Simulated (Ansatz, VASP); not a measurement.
CaO in VASP and in Ansatz

The input INCAR:

```
PREC = Accurate
ENCUT = 520
EDIFF = 1E-6
ISMEAR = -1
SIGMA = 0.05
LREAL = F
LASPH = T
NELM = 80
ALGO = Normal
ISIF = 2
LWAVE = F
LCHARG = T
GGA = PE
LELF = T
LVHAR = T
NBANDS = 15
```

The input KPOINTS:

```
Automatic mesh
0
Gamma
  11 11 11
```

The input POSCAR:

```
CaO
1.0
    0.0000000000      2.6218300242      2.6218300242
    2.6218300242      0.0000000000      2.6218300242
    2.6218300242      2.6218300242      0.0000000000
Ca O
1 1
Direct
    0.0000000000      0.0000000000      0.0000000000
    0.2500000000      0.2500000000      0.2500000000
```

Input for Ansatz:

```yaml
crystal:
  lattice:
    - [0.0, 2.6218300242, 2.6218300242]
    - [2.6218300242, 0.0, 2.6218300242]
    - [2.6218300242, 2.6218300242, 0.0]
  atoms:
    - { symbol: Ca, position: [0.0, 0.0, 0.0] }
    - { symbol: O, position: [0.25, 0.25, 0.25] }
kpoints:
  mp_grid: { grid: [11, 11, 11] }
  band_path:
    path:
      - [0.0, 0.0, 0.0]
      - [-0.5, -0.5, 0.0]
      - [-0.375, -0.375, 0.25]
      - [-0.375, 0.0, 0.375]
      - [0.0, 0.0, 0.0]
      - [0.0, 0.0, 0.5]
      - [-0.5, -0.25, 0.25]
      - [-0.5, -0.5, 0.0]
    npoints: 5
scf:
  occupations: { method: fermi_dirac, width: 0.05 }
hamiltonian:
  xc: pbe
  pseudopotentials:
    kind: all_electron
    lapw: { basis_error: 0.00025 }
    relativity: none
output:
  forces: true
  stress: true
  eigenvalues: true
```

Alike in both runs: task single point; functional PBE; k mesh 11 × 11 × 11; occupations fermi-dirac, width 0.05 eV; no spin polarisation.

|  | VASP | Ansatz |
| --- | --- | --- |
| version | VASP 6.6.1 | Ansatz 0.2.0 |
| potentials or method | VASP PAW PBE potentials, release 64 (Ca_sv, O), cutoff 520 eV | all-electron LAPW, non-relativistic |

Ansatz gave:

| Property | Result |
| --- | --- |
| gap on the k mesh at the Fermi level (eV) | 3.35 |
| pressure (GPa) | 0.1 |

Estimate VASP's values.

gap on the k mesh at the Fermi level (eV): 3.28; pressure (GPa): 0.5.

Ansatz ran all-electron here, and VASP with PAW potentials.
